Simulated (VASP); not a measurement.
Input of a VASP 6.6.1 run:

The input INCAR:

```
SYSTEM = HgRuPt3
  PREC = Accurate
  ENCUT = 600
  EDIFF = 1E-7
  ISMEAR = 0
  SIGMA = 0.1
  LREAL = .FALSE.
  LASPH = .TRUE.
  NELM = 60
  ALGO = Fast
  ISIF = 3
  LWAVE = .FALSE.
  LCHARG = .FALSE.
  GGA = PE
  IBRION = 2
  NSW = 100
  EDIFFG = -0.01
```

KPOINTS

```
Automatic mesh
0
G
  8 8 8
  0 0 0
```

The input POSCAR:

```
HgRuPt3
1.0
    4.8020463507      0.0000000000      0.0000000000
    0.0000000000      4.8020463507      0.0000000000
    0.0000000000      0.0000000000      4.8020463507
Hg Ru Pt
1 1 3
Direct
    0.0000000000      0.0000000000      0.0000000000
    0.5000000000      0.5000000000      0.5000000000
    0.0000000000      0.5000000000      0.5000000000
    0.5000000000      0.0000000000      0.5000000000
    0.5000000000      0.5000000000      0.0000000000
```

Potentials or basis: VASP PAW PBE potentials, release 64 (Hg, Ru_pv, Pt).

Launch:

```bash
$ cat potpaw_PBE.64/Hg/POTCAR potpaw_PBE.64/Ru_pv/POTCAR potpaw_PBE.64/Pt/POTCAR > POTCAR
$ mpirun -np 1 vasp_std > vasp.out
```

(1) Estimate the band gap on the k mesh.

(2) Estimate the relaxed volume.

(3) Predict the space group after relaxing (to 0.1 Å).

(4) Predict the relaxed cell.

Answers

(1) zero (bands 28 and 29 overlap by 2.02 eV).

(2) 22.30 Å³/atom.

(3) Pm-3m (No. 221).

(4) a = 4.813 Å, b = 4.813 Å, c = 4.813 Å, α = 90.00°, β = 90.00°, γ = 90.00°.

Caveat: spin-orbit coupling is left out, which moves the levels of the heavy elements.
